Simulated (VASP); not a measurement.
Write the native input for VASP 6.6.1 that does the following.

```yaml
Task: single point
Functional: PBE
Potentials_or_basis: VASP PAW PBE potentials, release 64 (Cd, S)
Cutoff: 520 eV
k_mesh: 8 × 8 × 8
Occupations: gaussian, width 0.05 eV
Spin: no spin polarisation
Dipole_correction: no
Further_INCAR_settings: ALGO = Normal; EDIFF = 1e-06; NBANDS = 16
```

The structure of CdS lies in POSCAR:

```
CdS
1.0
    0.0000000000      2.9100000000      2.9100000000
    2.9100000000      0.0000000000      2.9100000000
    2.9100000000      2.9100000000      0.0000000000
Cd S
1 1
Direct
    0.0214776632     -0.0214776632      0.0214776632
    0.7500000000      0.7500000000      0.7500000000
```

This cell differs from its parent crystal: all Cd atoms moved +0.125 Å, as atom 1 along Cartesian [0 1 0].

The input as run:

INCAR

```
  ALGO = Normal
  EDIFF = 1E-6
  ENCUT = 520
  GGA = PE
  ISIF = 2
  ISMEAR = 0
  LASPH = T
  LCHARG = T
  LELF = T
  LREAL = F
  LVHAR = T
  LWAVE = F
  NBANDS = 16
  NELM = 100
  PREC = Accurate
  SIGMA = 0.05
```

KPOINTS

```
k-points
0
Gamma
  8 8 8
```

Potentials or basis: VASP PAW PBE potentials, release 64 (Cd, S).

The run is started by

```bash
$ cat potpaw_PBE.64/Cd/POTCAR potpaw_PBE.64/S/POTCAR > POTCAR
$ mpirun -np 1 vasp_std > vasp.out
```

It gave:

```json
{
 "Pressure": "4.1 GPa",
 "Largest force": "0.664 eV/Å",
 "Band gap on the k mesh": "1.17 eV, direct"
}
```

Caveat: the cell differs from its parent crystal (all Cd atoms moved +0.125 Å, as atom 1 along Cartesian [0 1 0]).

It took 44 s on 1 thread of AMD EPYC 9R45 96-Core Processor (Zen 5), with other jobs on the host, peak memory 0.19 GiB.
